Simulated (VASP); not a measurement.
Wanted: the native input for a VASP 6.6.1 run.

- Task: electric field gradients
- Functional: PBEsol
- Potentials or basis: VASP PAW PBE potentials, release 64 (Sn_d, Se)
- Cutoff: 520 eV
- k mesh: 11 × 11 × 11
- Occupations: fermi-dirac, width 0.05 eV
- Spin: no spin polarisation
- Dipole correction: no
- Further INCAR settings: ALGO = Normal; EDIFF = 1e-08; NBANDS = 17

The structure of SnSe lies in POSCAR:

```
SnSe
1.0
    0.0000000000      2.9902288509      2.9902288509
    2.9902288509      0.0000000000      2.9902288509
    2.9902288509      2.9902288509      0.0000000000
Sn Se
1 1
Direct
    0.0000000000      0.0000000000      0.0000000000
    0.5000000000      0.5000000000      0.5000000000
```

This cell differs from its parent crystal: volume scaled by 0.98.

One way to write it, as run:

INCAR

```
SYSTEM = SnSe
PREC = Accurate
ENCUT = 520
EDIFF = 1E-8
ISMEAR = -1
SIGMA = 0.05
LREAL = .FALSE.
LASPH = .TRUE.
NELM = 60
ALGO = Normal
ISIF = 2
LWAVE = .FALSE.
LCHARG = .FALSE.
GGA = PS
LEFG = .TRUE.
NBANDS = 17
```

KPOINTS

```
regular mesh
0
G
  11 11 11
  0 0 0
```

Potentials or basis: VASP PAW PBE potentials, release 64 (Sn_d, Se).

Launch:

```sh
$ cat potpaw_PBE.64/Sn_d/POTCAR potpaw_PBE.64/Se/POTCAR > POTCAR
$ mpirun -np 1 vasp_std > vasp.out
```

Results of the run:

```yaml
Pressure: -0.8 GPa
```

Caveat: without QUAD_EFG the Cq values of the log hold for a quadrupole moment of 1 mb, not for the nuclei; the PAW data sets were made with another functional, which shifts forces and pressure a little.

Run time: 55 s on 1 thread of Intel Xeon 8259CL (shared host), peak memory 0.21 GiB.
